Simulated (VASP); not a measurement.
# HC18F in VASP: a series of runs

The runs below take HC18F through single point, with PBE+D3(BJ).

Program: VASP 6.6.1. These are calculated values, not measurements. Logs are shortened: lines on timing, memory, paths and dates and some standing lists are left out, and cuts for length are marked.

### 1 The cell of the first run

The cell holds a slab with vacuum, 20 atoms: a = 7.398 Å, b = 7.398 Å, c = 11.000 Å, α = 90.00°, β = 90.00°, γ = 120.00°.

### 2 Single point, PBE+D3(BJ)

The input, INCAR:

```
PREC     = Accurate       # precision mode
ENCUT    = 520            # plane-wave cutoff, eV
EDIFF    = 1E-6           # SCF threshold, eV
ISMEAR   = 0              # smearing method
SIGMA    = 0.02           # smearing width, eV
LREAL    = Auto         
LASPH    = T              # aspherical terms in the spheres
NELM     = 80             # most SCF steps
ALGO     = Normal         # electronic algorithm
ISIF     = 2              # what is computed and relaxed
LWAVE    = F              # write WAVECAR
LCHARG   = F              # write CHGCAR
GGA      = PE             # functional
IVDW     = 12             # dispersion correction
NBANDS   = 56             # bands
```

The input, KPOINTS:

```
regular mesh
0
Gamma
  2 2 1
```

The input, POSCAR:

```
HC18F
1.0
    7.3980000000      0.0000000000      0.0000000000
   -3.6990000000      6.4068560000      0.0000000000
    0.0000000000      0.0000000000     11.0000000000
C F H
18 1 1
Direct
    0.0187659422      0.0051777346      0.0856889091
    0.2410911468      0.1163701822      0.0856310000
    0.0199642625      0.3373659405      0.0856349091
    0.2397014293      0.4470141049      0.0857754545
    0.0173885229      0.6693453076      0.0856532727
    0.2420643370      0.7818731996      0.0858540909
    0.3534731661      0.0044483597      0.0855527273
    0.5732078457      0.1141047965      0.0854997273
    0.3510788532      0.3361052597      0.0857125455
    0.5755333000      0.4484007445      0.0857233636
    0.3522138393      0.6717055916      0.0860386364
    0.5748136546      0.7831201450      0.0857274545
    0.6844531883      0.0028647436      0.0855546364
    0.9088806148      0.1150575259      0.0856407273
    0.6854232386      0.3385201728      0.0856264545
    0.9077175018      0.4496209998      0.0856044545
    0.6867377166      0.6707322593      0.0857250000
    0.9064789310      0.7807253667      0.0856785455
    0.3198427084      0.7508189664      0.3696495455
    0.3130074671      0.7426261805      0.2843923636
```

Potentials or basis: VASP PAW PBE potentials, release 64 (C, F, H).

Command:

```
> cat potpaw_PBE.64/C/POTCAR potpaw_PBE.64/F/POTCAR potpaw_PBE.64/H/POTCAR > POTCAR
> mpirun -np 1 vasp_std > vasp.out
```

OUTCAR:

```text
PREC = Accurate
   ENCUT = 520
   EDIFF = 1E-6
   ISMEAR = 0
   LREAL = Auto
   LASPH = T
   NELM = 80
   ISIF = 2
   GGA = PE
   IVDW = 12
 IVDW          = 12

 ion  position               nearest neighbor table
   1  0.019  0.005  0.086-  14 1.41   2 1.42  18 1.44
   2  0.241  0.116  0.086-   9 1.41   1 1.42   7 1.44
   3  0.020  0.337  0.086-   4 1.41  14 1.42  16 1.44
   4  0.240  0.447  0.086-   3 1.41   9 1.42  11 1.44
   5  0.017  0.669  0.086-  16 1.41  18 1.42   6 1.44
   6  0.242  0.782  0.086-  11 1.41   7 1.43   5 1.44
[... 10 lines left out ...]
  17  0.687  0.671  0.086-  18 1.41  10 1.42  12 1.44
  18  0.906  0.781  0.086-  17 1.41   5 1.42   1 1.44
  19  0.320  0.751  0.370-  20 0.94
  20  0.313  0.743  0.284-  19 0.94

  LATTYP: Found a hexagonal cell.
 ALAT       =     7.3980000000
 C/A-ratio  =     1.4868883482

  Lattice vectors:

 A1 = (   7.3980000000,   0.0000000000,   0.0000000000)
 A2 = (  -3.6990000000,   6.4068560000,   0.0000000000)
 A3 = (   0.0000000000,   0.0000000000,  11.0000000000)

Analysis of symmetry for initial positions (statically):
=====================================================================
 Subroutine PRICEL returns:
 Original cell was already a primitive cell.

 Routine SETGRP: Setting up the symmetry group for a
 hexagonal supercell.

 Subroutine GETGRP returns: Found  1 space group operations
 (whereof  1 operations were pure point group operations)
 out of a pool of 24 trial point group operations.

The static configuration has the point symmetry C_1 .

Analysis of symmetry for dynamics (positions and initial velocities):
=====================================================================
 Subroutine PRICEL returns:
 Original cell was already a primitive cell.

 Routine SETGRP: Setting up the symmetry group for a
 hexagonal supercell.

 Subroutine GETGRP returns: Found  1 space group operations
 (whereof  1 operations were pure point group operations)
 out of a pool of 24 trial point group operations.

The dynamic configuration has the point symmetry C_1 .

 Subroutine INISYM returns: Found  1 space group operations
 (whereof  1 operations are pure point group operations),
 and found     1 'primitive' translations

----------------------------------------------------------------------------------------

                                     Primitive cell

  volume of cell :     521.3771

  direct lattice vectors                    reciprocal lattice vectors
     7.398000000  0.000000000  0.000000000     0.135171668  0.078041398  0.000000000
    -3.699000000  6.406856000  0.000000000     0.000000000  0.156082796  0.000000000
     0.000000000  0.000000000 11.000000000     0.000000000  0.000000000  0.090909091

  length of vectors
     7.398000000  7.398000054 11.000000000     0.156082797  0.156082796  0.090909091

  position of ions in fractional coordinates (direct lattice)
     0.018765942  0.005177735  0.085688909
     0.241091147  0.116370182  0.085631000
     0.019964262  0.337365940  0.085634909
     0.239701429  0.447014105  0.085775455
     0.017388523  0.669345308  0.085653273
     0.242064337  0.781873200  0.085854091
[... 12 lines left out ...]
     0.319842708  0.750818966  0.369649546
     0.313007467  0.742626180  0.284392364

  ion indices of the primitive-cell ions
   primitive index   ion index
                 1           1
                 2           2
                 3           3
                 4           4
                 5           5
                 6           6
[... 12 lines left out ...]
                19          19
                20          20

----------------------------------------------------------------------------------------

 KPOINTS: regular mesh

Automatic generation of k-mesh.
 Grid dimensions read from file:
 generate k-points for:    2    2    1

 Generating k-lattice:

  Cartesian coordinates                     Fractional coordinates (reciprocal lattice)
     0.067585834  0.039020699  0.000000000     0.500000000 -0.000000000  0.000000000
     0.000000000  0.078041398  0.000000000     0.000000000  0.500000000  0.000000000
     0.000000000  0.000000000  0.090909091     0.000000000  0.000000000  1.000000000

  Length of vectors
     0.078041399  0.078041398  0.090909091

  Shift w.r.t. Gamma in fractional coordinates (k-lattice)
     0.000000000  0.000000000  0.000000000

 Subroutine IBZKPT returns following result:
 ===========================================

 Found      4 irreducible k-points:

 Following reciprocal coordinates:
            Coordinates               Weight
  0.000000  0.000000  0.000000      1.000000
  0.500000 -0.000000  0.000000      1.000000
  0.000000  0.500000  0.000000      1.000000
  0.500000  0.500000  0.000000      1.000000
   k-points           NKPTS =      4   k-points in BZ     NKDIM =      4   number of bands    NBANDS=     56
   number of dos      NEDOS =    301   number of ions     NIONS =     20
   total plane-waves  NPLWV = 263424
   dimension x,y,z NGX =    56 NGY =   56 NGZ =   84
   dimension x,y,z NGXF=   112 NGYF=  112 NGZF=  168
   ions per type =              18   1   1
   NGX,Y,Z   is equivalent  to a cutoff of  12.58, 12.58, 12.70 a.u.
   NGXF,Y,Z  is equivalent  to a cutoff of  25.17, 25.17, 25.39 a.u.
 SYSTEM =  unknown system
   PREC   = accura    normal or accurate (medium, high low for compatibility)
   ISTART =      0    job   : 0-new  1-cont  2-samecut
   ICHARG =      2    charge: 1-file 2-atom 10-const
   ISPIN  =      1    spin polarized calculation?
   LNONCOLLINEAR =      F non collinear calculations
   LSORBIT =      F    spin-orbit coupling
   LASPH  =      T    aspherical Exc in radial PAW
   ENCUT  =  520.0 eV  38.22 Ry    6.18 a.u.  13.76 13.76 20.45*2*pi/ulx,y,z
   NELM   =     80;   NELMIN=  2; NELMDL= -5     # of ELM steps
   EDIFF  = 0.1E-05   stopping-criterion for ELM
   LREAL  =      T    real-space projection
   EDIFFG = 0.1E-04   stopping-criterion for IOM
   NSW    =      0    number of steps for IOM
   IBRION =     -1    ionic relax: 0-MD 1-quasi-New 2-CG
   NFREE  =      0    steps in history (QN), initial steepest desc. (CG)
   ISIF   =      2    stress and relaxation
   ISYM   =      2    0-nonsym 1-usesym 2-fastsym
   POTIM  = 0.5000    time-step for ionic-motion
   TEBEG  =    0.0;   TEEND  =   0.0 temperature during run
   PSTRESS=    0.0 pullay stress
   NELECT =      80.0000    total number of electrons
   NUPDOWN=      -1.0000    fix difference up-down
   EMIN   =  10.00;   EMAX   =-10.00  energy-range for DOS
   EFERMI =   0.00;   METHOD = LEGACY
   ISMEAR =     0;   SIGMA  =   0.02  broadening in eV -4-tet -1-fermi 0-gaus
   EFERMI_NEDOS =   21; number of points for ismear=-14 and -15
   IALGO  =     38    algorithm
   IMIX   =      4    mixing-type and parameters
     AMIX     =   0.40;   BMIX     =  1.00
     AMIX_MAG =   1.60;   BMIX_MAG =  1.00
  volume/ion in A,a.u.               =      26.07       175.92
  Fermi-wavevector in a.u.,A,eV,Ry     =   0.876437  1.656226 10.451210  0.768142
  Thomas-Fermi vector in A             =   1.996247
   LORBIT       =      0    0 simple, 1 ext, 2 COOP (PROOUT), +10 PAW based schemes
   GGA     = PE    functional components
   LHFCALC =     F    Hartree Fock is set to
   AEXX    =    0.0000 exact exchange contribution
   IVDW    =    12    specifies the selected vdW correction
   LEPSILON=     F    determine dielectric tensor
   LRPA    =     F    only Hartree local field effects (RPA)
 non-spin polarized calculation
 Gauss-broadening in eV      SIGMA  =   0.02
  energy-cutoff  :      520.00
  volume of cell :      521.38
 maximum number of plane-waves:     14099
 NGX is ok and might be reduce to    56
   NGX = 27   NGY = 27   NGZ = 41

 number of electron      80.0000001 magnetization

 Free energy of the ion-electron system (eV)
  ---------------------------------------------------
  ext. energy  EPLUGINS =         0.00000000
  ---------------------------------------------------
  free energy    TOTEN  =      -173.57162335 eV

  energy without entropy =     -173.57162335  energy(sigma->0) =     -173.57162335

 E-fermi :  -1.7775     XC(G=0):  -4.2995

 val. band max:       -1.8782348588   @ k =   0.0000   0.0000   0.0000
 cond. band min:      -1.6873549424   @ k =   0.0000   0.0000   0.0000
 fundamental gap:      0.1908799164
 Fermi energy:        -1.7774613063

 k-point     1 :       0.0000    0.0000    0.0000
  band No.  band energies     occupation
      1     -26.7248      2.00000
      2     -21.3107      2.00000
      3     -18.8277      2.00000
      4     -18.7778      2.00000
      5     -18.7458      2.00000
      6     -18.7151      2.00000
[... 44 lines left out ...]
     51       3.9886      0.00000
     52       4.5417      0.00000

 k-point     2 :       0.5000   -0.0000    0.0000
  band No.  band energies     occupation
      1     -26.7247      2.00000
      2     -20.6754      2.00000
      3     -20.6382      2.00000
      4     -19.4115      2.00000
      5     -19.3151      2.00000
      6     -16.9328      2.00000
[... 44 lines left out ...]
     51       4.3480      0.00000
     52       4.5352      0.00000

 k-point     3 :       0.0000    0.5000    0.0000
  band No.  band energies     occupation
      1     -26.7247      2.00000
      2     -20.6753      2.00000
      3     -20.6383      2.00000
      4     -19.4114      2.00000
      5     -19.3151      2.00000
      6     -16.9327      2.00000
[... 44 lines left out ...]
     51       4.3477      0.00000
     52       4.5355      0.00000

 k-point     4 :       0.5000    0.5000    0.0000
  band No.  band energies     occupation
      1     -26.7247      2.00000
      2     -20.6753      2.00000
      3     -20.6384      2.00000
      4     -19.4016      2.00000
      5     -19.3258      2.00000
      6     -16.9179      2.00000
[... 44 lines left out ...]
     51       4.3437      0.00000
     52       4.5166      0.00000
 [bands above 52 left out]

------------------------ aborting loop because EDIFF is reached ----------------------------------------

 Edisp (eV)   -1.70106

 E8    (eV) :    -0.5217

  FORCE on cell =-STRESS in cart. coord.  units (eV):
  Direction    XX          YY          ZZ          XY          YZ          ZX
  --------------------------------------------------------------------------------------
  -------------------------------------------------------------------------------------
  Total       1.16388     1.16139    -0.00396    -0.00855     0.00861    -0.00837
  in kB       3.57656     3.56891    -0.01216    -0.02626     0.02646    -0.02571
  external pressure =        2.38 kB  Pullay stress =        0.00 kB

 VOLUME and BASIS-vectors are now :
 -----------------------------------------------------------------------------
  energy-cutoff  :      520.00
  volume of cell :      521.38
      direct lattice vectors                 reciprocal lattice vectors
     7.398000000  0.000000000  0.000000000     0.135171668  0.078041398  0.000000000
    -3.699000000  6.406856000  0.000000000     0.000000000  0.156082796  0.000000000
     0.000000000  0.000000000 11.000000000     0.000000000  0.000000000  0.090909091

 POSITION                                       TOTAL-FORCE (eV/Angst)
 -----------------------------------------------------------------------------------
      0.11968      0.03317      0.94258         0.000552     -0.006427     -0.002852
      1.35314      0.74557      0.94194         0.007536     -0.001564      0.005156
     -1.10022      2.16146      0.94198        -0.000337      0.004262     -0.002320
      0.11981      2.86396      0.94353        -0.007745      0.008590      0.001378
     -2.34727      4.28840      0.94219         0.002646      0.004789      0.004450
     -1.10136      5.00935      0.94439        -0.000934     -0.010323      0.012230
[... 12 lines left out ...]
     -0.41108      4.81039      4.06615         0.007249      0.016756      0.284095
     -0.43135      4.75790      3.12832        -0.009423     -0.018070     -0.291302
 -----------------------------------------------------------------------------------
    total drift:                                0.027585      0.004508      0.037733

  FREE ENERGIE OF THE ION-ELECTRON SYSTEM (eV)
  ---------------------------------------------------
  free  energy   TOTEN  =      -175.2726801368 eV

  energy  without entropy=     -175.2726801368  energy(sigma->0) =     -175.27268014
```

It took 2.1 min on 1 thread of Intel Xeon 6975P-C (Granite Rapids), shared host; peak memory 0.6 GiB.

What came out:

```
Free energy                : -175.2727 eV
Largest force              : 0.292 eV/Å
Band gap on the k mesh     : 0.19 eV, direct
Dispersion energy per atom : -0.085 eV
```

Forces in eV/Å, atoms in the order of the input:
```
C    0.001 -0.006 -0.003
C    0.008 -0.002  0.005
C    0.000  0.004 -0.002
C   -0.008  0.009  0.001
C    0.003  0.005  0.004
C   -0.001 -0.010  0.012
C   -0.005  0.006  0.001
C   -0.002  0.009 -0.002
C    0.001  0.000 -0.001
C   -0.002 -0.003  0.000
C   -0.004 -0.008 -0.008
C    0.010 -0.002 -0.003
C    0.015  0.005 -0.003
C   -0.007 -0.003  0.007
C   -0.010 -0.009  0.001
C    0.007 -0.002 -0.003
C   -0.002  0.003  0.003
C   -0.001  0.005 -0.002
F    0.007  0.017  0.284
H   -0.009 -0.018 -0.291
```

Levels at points of the mesh, in eV from the valence-band top:
| k point | band 37 | band 38 | band 39 | band 40 | band 41 | band 42 | band 43 | band 44 |
| --- | --- | --- | --- | --- | --- | --- | --- | --- |
| (0.00, 0.00, 0.00) | -2.95 | -2.95 | -0.06 | 0.00 | 0.19 | 0.22 | 3.45 | 4.80 |
| (0.50, 0.00, 0.00) | -2.58 | -2.53 | -2.51 | -2.26 | 1.77 | 2.54 | 2.59 | 2.63 |
| (0.00, 0.50, 0.00) | -2.58 | -2.53 | -2.51 | -2.26 | 1.77 | 2.54 | 2.59 | 2.63 |
| (0.50, 0.50, 0.00) | -2.58 | -2.55 | -2.53 | -2.26 | 1.75 | 2.55 | 2.56 | 2.64 |

Caveat: the k points lie up to 0.49 Å⁻¹ apart.

### 3 Single point, PBE+D3(BJ)

The input, INCAR:

```
ALGO = Normal
EDIFF = 1E-6
ENCUT = 520
GGA = PE
ISIF = 2
ISMEAR = 0
IVDW = 12
LASPH = True
LCHARG = True
LELF = True
LREAL = Auto
LVHAR = True
LWAVE = False
NBANDS = 56
NELM = 60
PREC = Accurate
SIGMA = 0.02
```

The input, KPOINTS:

```
k-points
0
Gamma
  2 2 1
```

The input, POSCAR:

```
HC18F
1.0
    7.3980000000      0.0000000000      0.0000000000
   -3.6990000000      6.4068560000      0.0000000000
    0.0000000000      0.0000000000     11.0000000000
C F H
18 1 1
Direct
    0.0188595142      0.0067430890      0.0856936364
    0.2397676307      0.1172038204      0.0856329091
    0.0188525043      0.3379777850      0.0856864545
    0.2395448637      0.4480951343      0.0857812727
    0.0166988649      0.6711955131      0.0857167273
    0.2415993421      0.7839132017      0.0857430000
    0.3522866737      0.0049201980      0.0855347273
    0.5730856951      0.1152092384      0.0854992727
    0.3502338719      0.3378554161      0.0856930909
    0.5751670252      0.4503929853      0.0857226364
    0.3521649080      0.6733098106      0.0861544545
    0.5735490126      0.7840285469      0.0857283636
    0.6837187198      0.0047542820      0.0855322727
    0.9085372527      0.1170669358      0.0856318182
    0.6855242099      0.3400749135      0.0856949091
    0.9064420763      0.4505127008      0.0857095455
    0.6857065024      0.6713367680      0.0857255455
    0.9064154365      0.7818771017      0.0857055455
    0.3815898117      0.7424691612      0.3693630000
    0.3732049184      0.7270608236      0.2844145455
```

Potentials or basis: VASP PAW PBE potentials, release 64 (C, F, H).

Command:

```
> cat potpaw_PBE.64/C/POTCAR potpaw_PBE.64/F/POTCAR potpaw_PBE.64/H/POTCAR > POTCAR
> mpirun -np 1 vasp_std > vasp.out
```

It took 2.4 min on 1 thread of Intel Xeon 6975P-C (Granite Rapids), shared host; peak memory 0.59 GiB.

It converged, with:

```yaml
Free_energy: -175.2719 eV
Largest_force: 0.288 eV/Å
Band_gap_on_the_k_mesh: 0.20 eV, direct
Dispersion_energy_per_atom: -0.085 eV
```

Forces in eV/Å, atoms in the order of the input:
```
C    0.000  0.001 -0.001
C    0.009 -0.009  0.004
C   -0.004  0.000 -0.002
C   -0.005  0.003 -0.001
C    0.008  0.010  0.001
C   -0.001  0.007  0.006
C   -0.001 -0.002  0.000
C   -0.004 -0.002  0.004
C    0.002 -0.002 -0.003
C    0.000 -0.007 -0.001
C   -0.010 -0.003  0.000
C    0.008  0.003  0.002
C    0.002  0.006 -0.001
C   -0.006  0.000 -0.002
C   -0.003 -0.009 -0.002
C    0.008 -0.002 -0.001
C   -0.001  0.004  0.004
C    0.001  0.005  0.001
F   -0.002  0.029  0.280
H   -0.002 -0.031 -0.286
```

Levels at points of the mesh, in eV from the valence-band top:
```tsv
k point	band 36	band 37	band 38	band 39	band 40	band 41	band 42	band 43	band 44	band 45
(0.00, 0.00, 0.00)	-4.34	-2.95	-2.94	-0.04	0.00	0.20	0.22	3.45	4.80	4.91
(0.50, 0.00, 0.00)	-2.60	-2.57	-2.53	-2.51	-2.25	1.77	2.53	2.60	2.64	2.68
(0.00, 0.50, 0.00)	-2.63	-2.56	-2.53	-2.50	-2.26	1.78	2.57	2.58	2.62	2.68
(0.50, 0.50, 0.00)	-2.60	-2.57	-2.53	-2.51	-2.25	1.77	2.54	2.59	2.64	2.68
```

Caveat: the k points lie up to 0.49 Å⁻¹ apart.

[end of part 1 of 2]
